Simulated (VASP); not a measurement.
Runs of VASP 6.6.1 on MgO. The structure is that of space group Fm-3m (No. 225), or close to it. The cells are those of the table. 

```tsv
potentials or basis	cell	cutoff (eV)	mended	gap on the mesh (eV)	pressure (GPa)
VASP PAW PBE potentials, release 64 (Mg, O)	a = 3.003, b = 3.003, c = 2.979 Å, angles 59.7, 59.7, 90.0°, 2 atoms	520	-	(a)	-3.3
VASP PAW PBE potentials, release 64 (Mg, O)	a = 2.913, b = 2.913, c = 2.961 Å, angles 60.5, 60.5, 90.0°, 2 atoms	520	-	(c)	4.3
VASP PAW PBE potentials, release 64 (Mg_sv, O)	a = 3.032, b = 3.032, c = 2.986 Å, angles 59.5, 59.5, 90.0°, 2 atoms	750	yes	5.39	-4.1
VASP PAW PBE potentials, release 64 (Mg, O)	a = 3.032, b = 3.032, c = 2.985 Å, angles 59.5, 59.5, 90.0°, 2 atoms	520	-	5.35	(b)
```

Alike in all rows: level r2SCAN; no spin polarisation; k mesh 10 × 10 × 10; smearing gaussian 0.01 eV.

Task: Fill in the values left out.

Result: (a) 5.51; (b) -5.1; (c) 5.91.

Caveats: the PAW data sets were made with another functional, which shifts forces and pressure a little; the cell stands under tension (at least some runs); the cell stands under pressure (at least some runs).

The runs don't all hold the same shells in valence.
